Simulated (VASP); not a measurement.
# CoO (Fm-3m) in VASP: further runs, part 2 of 2

VASP 6.6.1.

## 3. Single point, LDA+U, collinear spin, ferromagnetic start

This run uses another cell than the first one, of 9.24 Å³/atom, 1.020 times its volume.

INCAR

```
SYSTEM = CoO
  PREC = Accurate
  ENCUT = 520
  EDIFF = 1E-7
  ISMEAR = 0
  SIGMA = 0.05
  LREAL = .FALSE.
  LASPH = .TRUE.
  NELM = 150
  ALGO = Normal
  ISIF = 2
  LWAVE = .FALSE.
  LCHARG = .FALSE.
  ISPIN = 2
  MAGMOM = 2.81 0.3
  LORBIT = 11
  LMAXMIX = 4
  LDAU = .TRUE.
  LDAUTYPE = 2
  LDAUL = 2 -1
  LDAUU = 3.3 0
  LDAUJ = 0 0
  LDAUPRINT = 1
  NBANDS = 18
```

KPOINTS

```
regular mesh
0
G
  10 10 10
  0 0 0
```

POSCAR

```
CoO
1.0
    0.0000000000      2.0984239479      2.0984239479
    2.0984239479      0.0000000000      2.0984239479
    2.0984239479      2.0984239479      0.0000000000
Co O
1 1
Direct
    0.0000000000      0.0000000000      0.0000000000
    0.5000000000      0.5000000000      0.5000000000
```

Potentials or basis: VASP PAW LDA potentials, release 64 (Co, O).

Command:

```sh
$ cat potpaw_LDA.64/Co/POTCAR potpaw_LDA.64/O/POTCAR > POTCAR
$ mpirun -np 1 vasp_std > vasp.out
```

OUTCAR:

```text
SYSTEM = CoO
   PREC = Accurate
   ENCUT = 520
   EDIFF = 1E-7
   ISMEAR = 0
   LREAL = .FALSE.
   LASPH = .TRUE.
   NELM = 150
   ISIF = 2
   ISPIN = 2
   LORBIT = 11

 ion  position               nearest neighbor table
   1  0.000  0.000  0.000-   2 2.10   2 2.10   2 2.10   2 2.10   2 2.10   2 2.10
   2  0.500  0.500  0.500-   1 2.10   1 2.10   1 2.10   1 2.10   1 2.10   1 2.10

  LATTYP: Found a face centered cubic cell.
 ALAT       =     4.1968478958

  Lattice vectors:

 A1 = (   0.0000000000,   2.0984239479,   2.0984239479)
 A2 = (   2.0984239479,   0.0000000000,   2.0984239479)
 A3 = (   2.0984239479,   2.0984239479,   0.0000000000)

Analysis of symmetry for initial positions (statically):
=====================================================================
 Subroutine PRICEL returns:
 Original cell was already a primitive cell.

 Routine SETGRP: Setting up the symmetry group for a
 face centered cubic supercell.

 Subroutine GETGRP returns: Found 48 space group operations
 (whereof 48 operations were pure point group operations)
 out of a pool of 48 trial point group operations.

The static configuration has the point symmetry O_h .

Analysis of symmetry for dynamics (positions and initial velocities):
=====================================================================
 Subroutine PRICEL returns:
 Original cell was already a primitive cell.

 Routine SETGRP: Setting up the symmetry group for a
 face centered cubic supercell.

 Subroutine GETGRP returns: Found 48 space group operations
 (whereof 48 operations were pure point group operations)
 out of a pool of 48 trial point group operations.

The dynamic configuration has the point symmetry O_h .

Analysis of structural, dynamic, and magnetic symmetry:
=====================================================================
 Subroutine PRICEL returns:
 Original cell was already a primitive cell.

 Routine SETGRP: Setting up the symmetry group for a
 face centered cubic supercell.

 Subroutine GETGRP returns: Found 48 space group operations
 (whereof 48 operations were pure point group operations)
 out of a pool of 48 trial point group operations.

The overall configuration has the point symmetry O_h .

 Subroutine INISYM returns: Found 48 space group operations
 (whereof 48 operations are pure point group operations),
 and found     1 'primitive' translations

----------------------------------------------------------------------------------------

                                     Primitive cell

  volume of cell :      18.4803

  direct lattice vectors                    reciprocal lattice vectors
     0.000000000  2.098423948  2.098423948    -0.238274063  0.238274063  0.238274063
     2.098423948  0.000000000  2.098423948     0.238274063 -0.238274063  0.238274063
     2.098423948  2.098423948  0.000000000     0.238274063  0.238274063 -0.238274063

  length of vectors
     2.967619607  2.967619607  2.967619607     0.412702783  0.412702783  0.412702783

  position of ions in fractional coordinates (direct lattice)
     0.000000000  0.000000000  0.000000000
     0.500000000  0.500000000  0.500000000
[... 106 lines left out ...]
   GGA     = CA    functional components
   LHFCALC =     F    Hartree Fock is set to
   AEXX    =    0.0000 exact exchange contribution
   IVDW    =     0    specifies the selected vdW correction
   LEPSILON=     F    determine dielectric tensor
   LRPA    =     F    only Hartree local field effects (RPA)
 spin polarized calculation
 Gauss-broadening in eV      SIGMA  =   0.05
  energy-cutoff  :      520.00
  volume of cell :       18.48
 maximum number of plane-waves:       531
 NGX is ok and might be reduce to    24
   NGX = 11   NGY = 11   NGZ = 11

atom =   1  type =  1  l = 2

 onsite density matrix

spin component  1

  0.9678 -0.0000 -0.0000  0.0000 -0.0000
 -0.0000  0.9678  0.0000  0.0000 -0.0000
 -0.0000  0.0000  1.0174 -0.0000 -0.0000
  0.0000  0.0000 -0.0000  0.9678  0.0000
 -0.0000 -0.0000 -0.0000  0.0000  1.0174

spin component  2

  0.6507  0.0000 -0.0000 -0.0000  0.0000
  0.0000  0.6507 -0.0000  0.0000 -0.0000
 -0.0000 -0.0000  0.1662  0.0000 -0.0000
 -0.0000  0.0000  0.0000  0.6507  0.0000
  0.0000 -0.0000 -0.0000  0.0000  0.1662

 occupancies and eigenvectors

  o =  0.1662  v =  0.0000  0.0000  0.0000  0.0000  0.0000  0.0000 -0.0000  0.0068  0.0000 -1.0000      0.0000  0.0000  0.0000  0.0000  0.0000  0.0000  0.0000  0.0000  0.0000  0.0000
  o =  0.1662  v =  0.0000  0.0000  0.0000  0.0000  0.0000  0.0000 -0.0000 -1.0000 -0.0000 -0.0068      0.0000  0.0000  0.0000  0.0000  0.0000  0.0000  0.0000  0.0000  0.0000  0.0000
  o =  0.6507  v =  0.0000  0.0000  0.0000  0.0000  0.0000  0.0000 -0.9947  0.0000  0.1033  0.0000      0.0000  0.0000  0.0000  0.0000  0.0000  0.0000  0.0000  0.0000  0.0000  0.0000
  o =  0.6507  v =  0.0000  0.0000  0.0000  0.0000  0.0000  1.0000  0.0000  0.0000  0.0000  0.0000      0.0000  0.0000  0.0000  0.0000  0.0000  0.0000  0.0000  0.0000  0.0000  0.0000
  o =  0.6507  v =  0.0000  0.0000  0.0000  0.0000  0.0000  0.0000  0.1033  0.0000  0.9947 -0.0000      0.0000  0.0000  0.0000  0.0000  0.0000  0.0000  0.0000  0.0000  0.0000  0.0000
  o =  0.9678  v =  0.0000  0.3834 -0.0000 -0.9236 -0.0000  0.0000  0.0000  0.0000  0.0000  0.0000      0.0000  0.0000  0.0000  0.0000  0.0000  0.0000  0.0000  0.0000  0.0000  0.0000
  o =  0.9678  v =  0.0000  0.9236 -0.0000  0.3834  0.0000  0.0000  0.0000  0.0000  0.0000  0.0000      0.0000  0.0000  0.0000  0.0000  0.0000  0.0000  0.0000  0.0000  0.0000  0.0000
  o =  0.9678  v =  1.0000  0.0000  0.0000  0.0000  0.0000  0.0000  0.0000  0.0000  0.0000  0.0000      0.0000  0.0000  0.0000  0.0000  0.0000  0.0000  0.0000  0.0000  0.0000  0.0000
  o =  1.0174  v =  0.0000  0.0000  0.9999  0.0000  0.0125  0.0000  0.0000  0.0000  0.0000  0.0000      0.0000  0.0000  0.0000  0.0000  0.0000  0.0000  0.0000  0.0000  0.0000  0.0000
  o =  1.0174  v =  0.0000  0.0000  0.0125  0.0000 -0.9999  0.0000  0.0000  0.0000  0.0000  0.0000      0.0000  0.0000  0.0000  0.0000  0.0000  0.0000  0.0000  0.0000  0.0000  0.0000

 number of electron      14.9999998 magnetization       2.9988404

 Free energy of the ion-electron system (eV)
  ---------------------------------------------------
  ext. energy  EPLUGINS =         0.00000000
  ---------------------------------------------------
  free energy    TOTEN  =       -12.88841865 eV

  energy without entropy =      -12.88356109  energy(sigma->0) =      -12.88598987

 E-fermi :   7.7607     XC(G=0): -13.1278

 val. band max:        7.7546933413   @ k =   0.4000   0.2000   0.1000
 cond. band min:       7.7672382971   @ k =  -0.2000   0.3000   0.1000
 fundamental gap:      0.0125449558
 Fermi energy:         7.7607448763

 spin component 1

 k-point     1 :       0.0000    0.0000    0.0000
  band No.  band energies     occupation
      1     -11.9957      1.00000
      2       3.2464      1.00000
      3       3.2464      1.00000
      4       3.5175      1.00000
      5       3.5175      1.00000
      6       3.5175      1.00000
[... 1001 lines left out ...]
     17      38.8599      0.00000
     18      40.1110      0.00000

 [... further k-points ...]
[... 5 lines left out ...]
  --------------------------------------------------------------------------------------
  -------------------------------------------------------------------------------------
  Total       -1.2982896     -1.2982896     -1.2982896      0.0000000      0.0000000     -0.0000000
  in kB     -112.5569892   -112.5569892   -112.5569892      0.0000000      0.0000000     -0.0000000
  external PRESSURE =    -112.5569892 kB  Pullay stress =       0.0000000 kB

 VOLUME and BASIS-vectors are now :
 -----------------------------------------------------------------------------
  energy-cutoff  :      520.00
  volume of cell :       18.48
      direct lattice vectors                 reciprocal lattice vectors
     0.000000000  2.098423948  2.098423948    -0.238274063  0.238274063  0.238274063
     2.098423948  0.000000000  2.098423948     0.238274063 -0.238274063  0.238274063
     2.098423948  2.098423948  0.000000000     0.238274063  0.238274063 -0.238274063

 POSITION                                       TOTAL-FORCE (eV/Angst)
 -----------------------------------------------------------------------------------
      0.00000      0.00000      0.00000         0.000000     -0.000000      0.000000
      2.09842      2.09842      2.09842        -0.000000      0.000000     -0.000000
 -----------------------------------------------------------------------------------
    total drift:                                0.000000     -0.000000     -0.000000

  FREE ENERGIE OF THE ION-ELECTRON SYSTEM (eV)
  ---------------------------------------------------
  free  energy   TOTEN  =       -12.8884186487 eV

  energy  without entropy=      -12.8835610910  energy(sigma->0) =      -12.88598987

 total charge

# of ion       s       p       d       tot
------------------------------------------
    1        0.315   0.399   7.196   7.910
    2        1.539   3.441   0.000   4.980
--------------------------------------------------
tot          1.854   3.841   7.196  12.890

 magnetization (x)

# of ion       s       p       d       tot
------------------------------------------
    1        0.020   0.019   2.653   2.691
    2        0.026   0.258   0.000   0.284
--------------------------------------------------
tot          0.046   0.277   2.653   2.975
```

stdout:

```text
POSCAR found type information on POSCAR CoO
 POSCAR found :  2 types and       2 ions
 scaLAPACK will be used
 LDA part: xc-table for (Slater(with rela. corr.)+CA(PZ))
 , standard interpolation
 POSCAR, INCAR and KPOINTS ok, starting setup
 FFT: planning ... GRIDC
 FFT: planning ... GRID_SOFT
 FFT: planning ... GRID
 WAVECAR not read
 entering main loop
```

Wall time 28 s (1 thread of Intel Xeon Platinum 8259CL at 2.50GHz (Skylake/Cascade Lake), shared host); peak memory 0.15 GiB.

What came out:

| Item | Value |
| --- | --- |
| Free energy | -12.8884 eV |
| Pressure | -11.3 GPa |
| Band gap on the k mesh | zero (filled and empty bands overlap) |
| Net moment | 3.00 μB per cell |
| Site moments | Co +2.69; O +0.28 μB |
| Valence electrons inside the program's atomic spheres | Co 7.91; O 4.98 |

Eigenvalues of the final occupation matrices:
| site | spin | trace | eigenvalues |
| --- | --- | --- | --- |
| site 1 d | 1 | 4.94 | 0.97 0.97 0.97 1.02 1.02 |
| site 1 d | 2 | 2.28 | 0.17 0.17 0.65 0.65 0.65 |

Caveat: a cell with one magnetic atom can't hold antiferromagnetic order, which such compounds often take. The state reached can hang on the start; a lower one may exist.

## 4. Single point, LDA+U, collinear spin, ferromagnetic start (volume scaled by 1.02)

INCAR

```
ALGO = Normal
EDIFF = 1E-6
ENCUT = 520
GGA = CA
ISIF = 2
ISMEAR = 0
ISPIN = 2
LASPH = True
LCHARG = True
LDAU = True
LDAUJ = 0 0
LDAUL = 2 -1
LDAUPRINT = 1
LDAUTYPE = 2
LDAUU = 3.3 0
LELF = True
LMAXMIX = 4
LORBIT = 11
LREAL = False
LVHAR = True
LWAVE = False
MAGMOM = 2.82 0.3
NBANDS = 18
NELM = 150
PREC = Accurate
SIGMA = 0.05
```

KPOINTS

```
k-points
0
Gamma
  10 10 10
```

POSCAR

```
CoO
1.0
    0.0000000000      2.1123212002      2.1123212002
    2.1123212002      0.0000000000      2.1123212002
    2.1123212002      2.1123212002      0.0000000000
Co O
1 1
Direct
    0.0000000000      0.0000000000      0.0000000000
    0.5000000000      0.5000000000      0.5000000000
```

Command:

```sh
$ cat potpaw_LDA.64/Co/POTCAR potpaw_LDA.64/O/POTCAR > POTCAR
$ mpirun -np 1 vasp_std > vasp.out
```

Wall time 29 s (1 thread of Intel Xeon Platinum 8259CL at 2.50GHz (Skylake/Cascade Lake), shared host); peak memory 0.15 GiB.

Results (log left out):

```
Free energy                                           : -12.8588 eV
Pressure                                              : -14.9 GPa
Band gap on the k mesh                                : zero (filled and empty bands overlap)
Net moment                                            : 3.00 μB per cell
Site moments                                          : Co +2.69; O +0.28 μB
Valence electrons inside the program's atomic spheres : Co 7.87; O 4.97
```

Levels at points of the mesh, in eV from the Fermi level:
Spin up:
```tsv
k point	band 7	band 8	band 9	band 10	band 11	band 12
(0.00, 0.00, 0.00)	-2.63	-2.63	-2.63	1.66	17.23	17.67
(0.50, 0.00, 0.00)	-2.62	-0.09	-0.09	5.50	9.93	13.85
(0.50, 0.50, 0.00)	-3.46	-3.21	-3.21	6.33	10.39	11.30
```
Spin down:
```tsv
k point	band 4	band 5	band 6	band 7	band 8	band 9
(0.00, 0.00, 0.00)	-2.09	-1.20	-1.20	-1.20	1.10	1.10
(0.50, 0.00, 0.00)	-4.09	-0.12	-0.12	0.21	3.71	3.71
(0.50, 0.50, 0.00)	-3.40	-2.34	0.07	0.07	1.60	2.11
```

Eigenvalues of the final occupation matrices:
| site | spin | trace | eigenvalues |
| --- | --- | --- | --- |
| site 1 d | 1 | 4.93 | 0.97 0.97 0.97 1.01 1.01 |
| site 1 d | 2 | 2.28 | 0.16 0.16 0.65 0.65 0.65 |

Caveat: the cell differs from its parent crystal (volume scaled by 1.02); a cell with one magnetic atom can't hold antiferromagnetic order, which such compounds often take. The state reached can hang on the start; a lower one may exist.

## 5. Single point, LDA+U, collinear spin, ferromagnetic start (volume scaled by 1.04)

INCAR

```
ALGO = Normal
EDIFF = 1E-6
ENCUT = 520
GGA = CA
ISIF = 2
ISMEAR = 0
ISPIN = 2
LASPH = T
LCHARG = F
LDAU = T
LDAUJ = 0 0
LDAUL = 2 -1
LDAUPRINT = 1
LDAUTYPE = 2
LDAUU = 3.3 0
LMAXMIX = 4
LORBIT = 11
LREAL = F
LWAVE = F
MAGMOM = 2.82 0.29
NBANDS = 18
NELM = 150
PREC = Accurate
SIGMA = 0.05
```

KPOINTS is that of step 4.

POSCAR

```
CoO
1.0
    0.0000000000      2.1260379560      2.1260379560
    2.1260379560      0.0000000000      2.1260379560
    2.1260379560      2.1260379560      0.0000000000
Co O
1 1
Direct
    0.0000000000      0.0000000000      0.0000000000
    0.5000000000      0.5000000000      0.5000000000
```

Command:

```sh
$ cat potpaw_LDA.64/Co/POTCAR potpaw_LDA.64/O/POTCAR > POTCAR
$ mpirun -np 1 vasp_std > vasp.out
```

It took 27 s on 1 thread of Intel Xeon Platinum 8259CL at 2.50GHz (Skylake/Cascade Lake), shared host; peak memory 0.15 GiB.

It converged, with:

```yaml
Free_energy: -12.8216 eV
Pressure: -17.8 GPa
Band_gap_on_the_k_mesh: zero (filled and empty bands overlap)
Net_moment: 3.00 μB per cell
Site_moments: Co +2.69; O +0.28 μB
Valence_electrons_inside_the_program's_atomic_spheres: Co 7.84; O 4.96
```

Levels at points of the mesh, in eV from the Fermi level:
Spin up:
```csv
k point,band 6,band 7,band 8,band 9,band 10,band 11,band 12,band 13
"(0.00, 0.00, 0.00)",-4.17,-2.55,-2.55,-2.55,1.55,17.18,17.54,17.54
"(0.50, 0.00, 0.00)",-3.49,-2.62,-0.12,-0.12,5.46,9.75,13.72,13.72
"(0.50, 0.50, 0.00)",-3.80,-3.49,-3.21,-3.21,6.20,10.26,11.24,16.10
```
Spin down:
| k point | band 4 | band 5 | band 6 | band 7 | band 8 | band 9 |
| --- | --- | --- | --- | --- | --- | --- |
| (0.00, 0.00, 0.00) | -2.02 | -1.16 | -1.16 | -1.16 | 1.13 | 1.13 |
| (0.50, 0.00, 0.00) | -3.96 | -0.12 | -0.12 | 0.21 | 3.67 | 3.67 |
| (0.50, 0.50, 0.00) | -3.30 | -2.25 | 0.07 | 0.07 | 1.62 | 2.09 |

Eigenvalues of the final occupation matrices:
```
    site  spin  trace               eigenvalues
site 1 d     1   4.92  0.97 0.97 0.97 1.01 1.01
site 1 d     2   2.27  0.16 0.16 0.65 0.65 0.65
```

Caveat: the cell differs from its parent crystal (volume scaled by 1.04); a cell with one magnetic atom can't hold antiferromagnetic order, which such compounds often take. The state reached can hang on the start; a lower one may exist.

## 6. Overview

| cell | gap on the mesh (eV) | pressure (GPa) | moment (μB) |
| --- | --- | --- | --- |
| a = 2.948 Å, angles 60.0°, 2 atoms | none | -7.5 | 2.99 |
| a = 2.968 Å, angles 60.0°, 2 atoms | none | -11.3 | 3.00 |
| a = 2.987 Å, angles 60.0°, 2 atoms | none | -14.9 | 3.00 |
| a = 3.007 Å, angles 60.0°, 2 atoms | none | -17.8 | 3.00 |

Alike in all rows: task single point; level LDA+U; potentials or basis VASP PAW LDA potentials, release 64 (Co, O); spin collinear, ferromagnetic start; Co d U = 3.3 eV; k mesh 10 × 10 × 10; cutoff (eV) 520; smearing gaussian 0.05 eV.

Caveats: a cell with one magnetic atom can't hold antiferromagnetic order, which such compounds often take.

Total energies depend on the potentials used, so only differences within one code and one set of settings carry meaning.
